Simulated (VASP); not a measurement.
# CuPt (R-3m) in VASP: a series of runs

The runs below take CuPt through single point, with LDA.

Everything below comes from runs of VASP 6.6.1. Logs are shortened: lines on timing, memory, paths and dates and some standing lists are left out, and cuts for length are marked.

### Step 1. The cell of the first run

Symmetry: R-3m, No. 166, trigonal system. Conventional cell: a = 2.725 Å, b = 2.725 Å, c = 12.733 Å, α = 90.00°, β = 90.00°, γ = 120.00°. Within 3.5 Å of Cu (site symmetry -3m) lie 6 Pt at 2.64 Å and 6 Cu at 2.72 Å. Within 3.5 Å of Pt (site symmetry -3m) lie 6 Cu at 2.64 Å and 6 Pt at 2.72 Å.

### Step 2. Single point, LDA, collinear spin

Input file INCAR:

```
SYSTEM = CuPt
ALGO = Normal ; EDIFF = 1E-7
ENCUT = 520 ; GGA = CA
ISIF = 2 ; ISMEAR = -1
ISPIN = 2 ; LASPH = .TRUE.
LCHARG = .TRUE. ; LELF = .TRUE.
LMAXMIX = 4 ; LORBIT = 11
LREAL = .FALSE. ; LVHAR = .TRUE.
LWAVE = .FALSE. ; MAGMOM = 0.2 0.2
NBANDS = 22 ; NELM = 150
NUPDOWN = 0.4 ; PREC = Accurate
SIGMA = 0.1
```

Input file KPOINTS:

```
k-points
0
G
  14 14 14
  0 0 0
```

Input file POSCAR:

```
CuPt
1.0
    1.3622969706      0.7865225227      4.2444549900
   -1.3622969706      0.7865225227      4.2444549900
    0.0000000000     -1.5730450454      4.2444549900
Cu Pt
1 1
Direct
    0.0000000000      0.0000000000      0.0000000000
    0.5000000000      0.5000000000      0.5000000000
```

Potentials or basis: VASP PAW LDA potentials, release 64 (Cu, Pt).

The run is started by

```bash
$ cat potpaw_LDA.64/Cu/POTCAR potpaw_LDA.64/Pt/POTCAR > POTCAR
$ mpirun -np 1 vasp_std > vasp.out
```

OUTCAR:

```text
SYSTEM = CuPt
   EDIFF = 1E-7
   ENCUT = 520
   GGA = CA
   ISIF = 2
   ISMEAR = -1
   ISPIN = 2
   LASPH = .TRUE.
   LORBIT = 11
   LREAL = .FALSE.
   NELM = 150
   NUPDOWN = 0.4
   PREC = Accurate

 ion  position               nearest neighbor table
   1  0.000  0.000  0.000-   2 2.64   2 2.64   2 2.64   2 2.64   2 2.64   2 2.64
   2  0.500  0.500  0.500-   1 2.64   1 2.64   1 2.64   1 2.64   1 2.64   1 2.64

  LATTYP: Found a trigonal (rhomboedric) cell.
 ALAT       =     4.5265736354
 COS(alpha) =     0.8188516435

  Lattice vectors:

 A1 = (   1.3622969706,   0.7865225227,   4.2444549900)
 A2 = (  -1.3622969706,   0.7865225227,   4.2444549900)
 A3 = (   0.0000000000,  -1.5730450454,   4.2444549900)

Analysis of symmetry for initial positions (statically):
=====================================================================
 Subroutine PRICEL returns:
 Original cell was already a primitive cell.

 Routine SETGRP: Setting up the symmetry group for a
 trigonal (rhombohedral) supercell.

 Subroutine GETGRP returns: Found 12 space group operations
 (whereof 12 operations were pure point group operations)
 out of a pool of 12 trial point group operations.

The static configuration has the point symmetry D_3d.

Analysis of symmetry for dynamics (positions and initial velocities):
=====================================================================
 Subroutine PRICEL returns:
 Original cell was already a primitive cell.

 Routine SETGRP: Setting up the symmetry group for a
 trigonal (rhombohedral) supercell.

 Subroutine GETGRP returns: Found 12 space group operations
 (whereof 12 operations were pure point group operations)
 out of a pool of 12 trial point group operations.

The dynamic configuration has the point symmetry D_3d.

Analysis of structural, dynamic, and magnetic symmetry:
=====================================================================
 Subroutine PRICEL returns:
 Original cell was already a primitive cell.

 Routine SETGRP: Setting up the symmetry group for a
 trigonal (rhombohedral) supercell.

 Subroutine GETGRP returns: Found 12 space group operations
 (whereof 12 operations were pure point group operations)
 out of a pool of 12 trial point group operations.

The overall configuration has the point symmetry D_3d.

 Subroutine INISYM returns: Found 12 space group operations
 (whereof 12 operations are pure point group operations),
 and found     1 'primitive' translations

[... 117 lines left out ...]
  Thomas-Fermi vector in A             =   2.611771
   LORBIT       =     11    0 simple, 1 ext, 2 COOP (PROOUT), +10 PAW based schemes
   GGA     = CA    functional components
   LHFCALC =     F    Hartree Fock is set to
   AEXX    =    0.0000 exact exchange contribution
   IVDW    =     0    specifies the selected vdW correction
   LEPSILON=     F    determine dielectric tensor
   LRPA    =     F    only Hartree local field effects (RPA)
 spin polarized calculation
  energy-cutoff  :      520.00
  volume of cell :       27.29
 maximum number of plane-waves:       747
 NGX is ok and might be reduce to    36
   NGX = 17   NGY = 17   NGZ = 17

 number of electron      21.0000001 magnetization       0.4000000

 Free energy of the ion-electron system (eV)
  ---------------------------------------------------
  ext. energy  EPLUGINS =         0.00000000
  ---------------------------------------------------
  free energy    TOTEN  =       -12.42009920 eV

  energy without entropy =      -12.37323830  energy(sigma->0) =      -12.39666875

 E-fermi :   8.8276     XC(G=0): -13.3215

 val. band max:        9.5348731452   @ k =  -0.3571   0.3571   0.3571
 cond. band min:       8.8287050159   @ k =   0.5000   0.5000   0.0714
 fundamental gap:     -0.7061681293
 Fermi energy:         9.5422056578

 spin component 1

 k-point     1 :       0.0000    0.0000    0.0000
  band No.  band energies     occupation
      1      -0.5890      1.00000
      2       2.8368      1.00000
      3       5.3278      1.00000
      4       5.3278      1.00000
      5       6.1930      1.00000
      6       6.1930      1.00000
[... 589 lines left out ...]
     21      34.1153      0.00000
     22      35.9800      0.00000

 [... further k-points ...]

 spin component 2

 k-point     1 :       0.0000    0.0000    0.0000
  band No.  band energies     occupation
      1      -0.5210      1.00000
      2       2.9454      1.00000
      3       5.4907      1.00000
      4       5.4907      1.00000
      5       6.2837      1.00000
      6       6.2837      1.00000
[... 589 lines left out ...]
     21      34.1794      0.00000
     22      36.0520      0.00000

 [... further k-points ...]

------------------------ aborting loop because EDIFF is reached ----------------------------------------

  FORCE on cell =-STRESS in cart. coord.  units (eV):
  Direction    XX          YY          ZZ          XY          YZ          ZX
  --------------------------------------------------------------------------------------
  -------------------------------------------------------------------------------------
  Total       -1.3979674     -1.3979674     -1.4372973      0.0000000     -0.0000000      0.0000000
  in kB      -82.0826720    -82.0826720    -84.3919566      0.0000000     -0.0000000      0.0000000
  external PRESSURE =     -82.8524336 kB  Pullay stress =       0.0000000 kB

 VOLUME and BASIS-vectors are now :
 -----------------------------------------------------------------------------
  energy-cutoff  :      520.00
  volume of cell :       27.29
      direct lattice vectors                 reciprocal lattice vectors
     1.362296971  0.786522523  4.244454990     0.367027169  0.211903235  0.078533836
    -1.362296971  0.786522523  4.244454990    -0.367027169  0.211903235  0.078533836
     0.000000000 -1.573045045  4.244454990     0.000000000 -0.423806469  0.078533836

 POSITION                                       TOTAL-FORCE (eV/Angst)
 -----------------------------------------------------------------------------------
      0.00000      0.00000      0.00000         0.000000      0.000000     -0.000000
      0.00000      0.00000      6.36668        -0.000000     -0.000000      0.000000
 -----------------------------------------------------------------------------------
    total drift:                                0.000000      0.000000      0.000000

  FREE ENERGIE OF THE ION-ELECTRON SYSTEM (eV)
  ---------------------------------------------------
  free  energy   TOTEN  =       -12.4200991984 eV

  energy  without entropy=      -12.3732383010  energy(sigma->0) =      -12.39666875

 total charge

# of ion       s       p       d       tot
------------------------------------------
    1        0.409   0.360   9.199   9.968
    2        0.683   0.619   8.075   9.376
--------------------------------------------------
tot          1.092   0.979  17.274  19.344

 magnetization (x)

# of ion       s       p       d       tot
------------------------------------------
    1        0.007   0.006   0.082   0.095
    2        0.005   0.018   0.265   0.288
--------------------------------------------------
tot          0.012   0.024   0.347   0.383
```

OSZICAR:

```text
N       E                     dE             d eps       ncg     rms          rms(c)
DAV:   1     0.116254220204E+03    0.11625E+03   -0.99029E+03 29476   0.136E+03
DAV:   2    -0.730317911585E+01   -0.12356E+03   -0.11340E+03 26976   0.267E+02
DAV:   3    -0.136991061290E+02   -0.63959E+01   -0.61738E+01 30052   0.598E+01
DAV:   4    -0.138040041299E+02   -0.10490E+00   -0.10480E+00 30442   0.654E+00
DAV:   5    -0.138073949543E+02   -0.33908E-02   -0.33907E-02 36184   0.124E+00    0.155E+01
DAV:   6    -0.139330215886E+02   -0.12563E+00   -0.12150E+01 30154   0.106E+02    0.884E+00
DAV:   7    -0.124656390159E+02    0.14674E+01   -0.39005E+00 34502   0.771E+01    0.541E+00
DAV:   8    -0.124325388547E+02    0.33100E-01   -0.16006E-01 37664   0.447E+00    0.243E+00
DAV:   9    -0.124204199466E+02    0.12119E-01   -0.12846E-02 41346   0.366E+00    0.684E-01
DAV:  10    -0.124201956625E+02    0.22428E-03   -0.12059E-03 30848   0.294E-01    0.205E-01
DAV:  11    -0.124201158460E+02    0.79816E-04   -0.12618E-04 38858   0.272E-01    0.656E-02
DAV:  12    -0.124201017346E+02    0.14111E-04   -0.14794E-05 37790   0.639E-02    0.193E-02
DAV:  13    -0.124200992651E+02    0.24696E-05   -0.36182E-06 41252   0.660E-02    0.471E-03
DAV:  14    -0.124200991984E+02    0.66641E-07   -0.62549E-07 38748   0.192E-02
   1 F= -.12420099E+02 E0= -.12396669E+02  d E =-.468609E-01  mag=     0.4000
```

It took 12 min on 1 thread of Intel Xeon Platinum 8259CL at 2.50GHz (Skylake/Cascade Lake), shared host; peak memory 0.4 GiB.

Results:

- Free energy: -12.4201 eV
- Pressure: -8.3 GPa
- Net moment: 0.40 μB per cell
- Site moments: Cu +0.10; Pt +0.29 μB
- Valence electrons inside the program's atomic spheres: Cu 9.97; Pt 9.38

Caveat: the cell stands under tension; spin-orbit coupling is left out, which moves the levels of the heavy elements; the total moment is fixed, so each spin has its own Fermi level and the state may be an excited one.

### Step 3. Single point, LDA, collinear spin

Input file INCAR:

```
ALGO = Normal
EDIFF = 1E-6
ENCUT = 520
ISIF = 2
ISMEAR = -1
ISPIN = 2
LASPH = True
LCHARG = True
LELF = True
LMAXMIX = 4
LORBIT = 11
LREAL = False
LVHAR = True
LWAVE = False
MAGMOM = 0.2 0.2
NBANDS = 22
NELM = 150
NUPDOWN = 0.4
PREC = Accurate
SIGMA = 0.1
```

Input file KPOINTS:

```
k-points
0
Gamma
  14 14 14
```

POSCAR is that of step 2.

Potentials or basis: VASP PAW LDA potentials, release 64 (Cu, Pt).

The run is started by

```bash
$ cat potpaw_LDA.64/Cu/POTCAR potpaw_LDA.64/Pt/POTCAR > POTCAR
$ mpirun -np 1 vasp_std > vasp.out
```

It took 11 min on 1 thread of Intel Xeon Platinum 8259CL at 2.50GHz (Skylake/Cascade Lake), shared host; peak memory 0.4 GiB.

Results (log left out):

| Property | Result |
| --- | --- |
| Free energy | -12.4201 eV |
| Pressure | -8.3 GPa |
| Net moment | 0.40 μB per cell |
| Site moments | Cu +0.10; Pt +0.29 μB |
| Valence electrons inside the program's atomic spheres | Cu 9.97; Pt 9.38 |

Stress tensor (GPa, compression positive):
```
-8.23  0.00  0.00
 0.00 -8.23  0.00
 0.00  0.00 -8.44
```

Caveat: the cell stands under tension; spin-orbit coupling is left out, which moves the levels of the heavy elements; the total moment is fixed, so each spin has its own Fermi level and the state may be an excited one.

### Step 4. Single point, LDA, collinear spin

Input file INCAR:

```
  PREC = Accurate
  ENCUT = 520
  EDIFF = 1E-6
  ISMEAR = -1
  SIGMA = 0.1
  LREAL = F
  LASPH = T
  NELM = 150
  ALGO = Normal
  ISIF = 2
  LWAVE = F
  LCHARG = F
  ISPIN = 2
  MAGMOM = 1.2 1.2
  LORBIT = 11
  NUPDOWN = 2.4
  LMAXMIX = 4
  GGA = CA
  NBANDS = 22
```

Input file KPOINTS:

```
Automatic mesh
0
Gamma
  14 14 14
```

POSCAR is that of step 3.

The run is started by

```bash
$ cat potpaw_LDA.64/Cu/POTCAR potpaw_LDA.64/Pt/POTCAR > POTCAR
$ mpirun -np 1 vasp_std > vasp.out
```

Run time: 8.6 min. Hardware: 1 thread of Intel Xeon 6975P-C (Granite Rapids), shared host; peak memory 0.4 GiB.

The run converged. Its results:

```yaml
Free_energy: -9.8952 eV
Pressure: 4.5 GPa
Net_moment: 2.40 μB per cell
Site_moments: Cu +0.70; Pt +1.48 μB
Valence_electrons_inside_the_program's_atomic_spheres: Cu 9.94; Pt 9.31
```

Stress tensor (GPa, compression positive):
```
4.72 0.00 0.00
0.00 4.72 0.00
0.00 0.00 4.00
```

Caveat: the cell stands under pressure; spin-orbit coupling is left out, which moves the levels of the heavy elements; the total moment is fixed, so each spin has its own Fermi level and the state may be an excited one.

### Step 5. Single point, LDA, collinear spin

Input file INCAR:

```
PREC = Accurate
ENCUT = 520
EDIFF = 1E-6
ISMEAR = -1
SIGMA = 0.1
LREAL = False
LASPH = True
NELM = 150
ALGO = Normal
ISIF = 2
LWAVE = False
LCHARG = False
ISPIN = 2
MAGMOM = 1.2 1.2
LORBIT = 11
NUPDOWN = 2.4
LMAXMIX = 4
NBANDS = 22
```

KPOINTS is that of step 4.

POSCAR is that of step 4.

The run is started by

```bash
$ cat potpaw_LDA.64/Cu/POTCAR potpaw_LDA.64/Pt/POTCAR > POTCAR
$ mpirun -np 1 vasp_std > vasp.out
```

Run time: 6.7 min. Hardware: 1 thread of Intel Xeon 6975P-C (Granite Rapids), shared host; peak memory 0.4 GiB.

The run converged. Its results:

| Item | Value |
| --- | --- |
| Free energy | -9.8952 eV |
| Pressure | 4.5 GPa |
| Net moment | 2.40 μB per cell |
| Site moments | Cu +0.70; Pt +1.48 μB |
| Valence electrons inside the program's atomic spheres | Cu 9.94; Pt 9.31 |

Stress tensor (GPa, compression positive):
```
4.72 0.00 0.00
0.00 4.72 0.00
0.00 0.00 4.00
```

Caveat: the cell stands under pressure; spin-orbit coupling is left out, which moves the levels of the heavy elements; the total moment is fixed, so each spin has its own Fermi level and the state may be an excited one.
